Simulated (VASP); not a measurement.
Wanted: the native input for a VASP 6.6.1 run.

| Property | Result |
| --- | --- |
| Task | single point |
| Functional | PBE |
| Potentials or basis | VASP PAW PBE potentials, release 64 (K_sv) |
| Cutoff | 520 eV |
| k mesh | 25 × 25 × 25 |
| Occupations | fermi-dirac, width 0.0612256 eV |
| Spin | no spin polarisation |
| Dipole correction | no |
| Further INCAR settings | ALGO = Normal; EDIFF = 1e-06; NBANDS = 10 |

The structure of K lies in POSCAR:

```
K
1.0
    4.2993559519      0.0000000000      0.0000000000
    0.0000000000      4.2993559519      0.0000000000
    0.0000000000      0.0000000000      4.2993559519
K
1
Direct
    0.0000000000      0.0000000000      0.0000000000
```

This isn't the form of K at room conditions, which is bcc.

One way to write it, as run:

INCAR

```
SYSTEM = K
PREC = Accurate
ENCUT = 520
EDIFF = 1E-6
ISMEAR = -1
SIGMA = 0.06122561905347299
LREAL = .False.
LASPH = .True.
NELM = 60
ALGO = Normal
ISIF = 2
LWAVE = .False.
LCHARG = .True.
GGA = PE
LELF = .True.
LVHAR = .True.
NBANDS = 10
```

KPOINTS

```
regular mesh
0
Gamma
  25 25 25
  0 0 0
```

Potentials or basis: VASP PAW PBE potentials, release 64 (K_sv).

Run with:

```sh
$ cat potpaw_PBE.64/K_sv/POTCAR > POTCAR
$ mpirun -np 1 vasp_std > vasp.out
```

It gave:

```
Pressure               : 0.0 GPa
Band gap on the k mesh : zero (an odd number of electrons rules out a gap without spin polarisation)
```

Wall time 60 s on 1 thread of Intel(R) Xeon(R) 6975P-C (Granite Rapids) (shared host), peak memory 0.43 GiB.
